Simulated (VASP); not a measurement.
Set up this calculation in VASP 6.6.1, as the native input.

| Item | Value |
| --- | --- |
| Task | single point |
| Functional | LDA |
| Potentials or basis | VASP PAW LDA potentials, release 64 (Zr_sv) |
| Cutoff | 520 eV |
| k mesh | 10 × 10 × 5 |
| Occupations | fermi-dirac, width 0.05 eV |
| Spin | no spin polarisation |
| Dipole correction | no |
| Further INCAR settings | ALGO = Normal; EDIFF = 1e-06; NBANDS = 19 |

The structure of Zr lies in POSCAR:

```
Zr
1.0
    3.2534045973      0.0000000000      0.0000000000
   -1.6267022986      2.8175268978      0.0000000000
    0.0000000000      0.0000000000      5.1810870861
Zr
2
Direct
    0.3333333333      0.6666666667      0.2500000000
    0.6666666667      0.3333333333      0.7500000000
```

These files were run (other wordings do the same):

INCAR

```
SYSTEM = Zr
ALGO = Normal
EDIFF = 1E-6
ENCUT = 520
ISIF = 2
ISMEAR = -1
LASPH = .True.
LCHARG = .False.
LREAL = .False.
LWAVE = .False.
NBANDS = 19
NELM = 60
PREC = Accurate
SIGMA = 0.05
```

KPOINTS

```
k-points
0
Gamma
  10 10 5
  0 0 0
```

Potentials or basis: VASP PAW LDA potentials, release 64 (Zr_sv).

Run with:

```console
$ cat potpaw_LDA.64/Zr_sv/POTCAR > POTCAR
$ mpirun -np 1 vasp_std > vasp.out
```

It gave:

```json
{
  "Pressure": "-7.7 GPa",
  "Band gap on the k mesh": "zero (band 12 reaches 9.40 eV, above the bottom of band 13 at 8.27 eV)"
}
```

Run time: 42 s on 1 thread of AMD EPYC 7R13, on a shared host, peak memory 0.13 GiB.
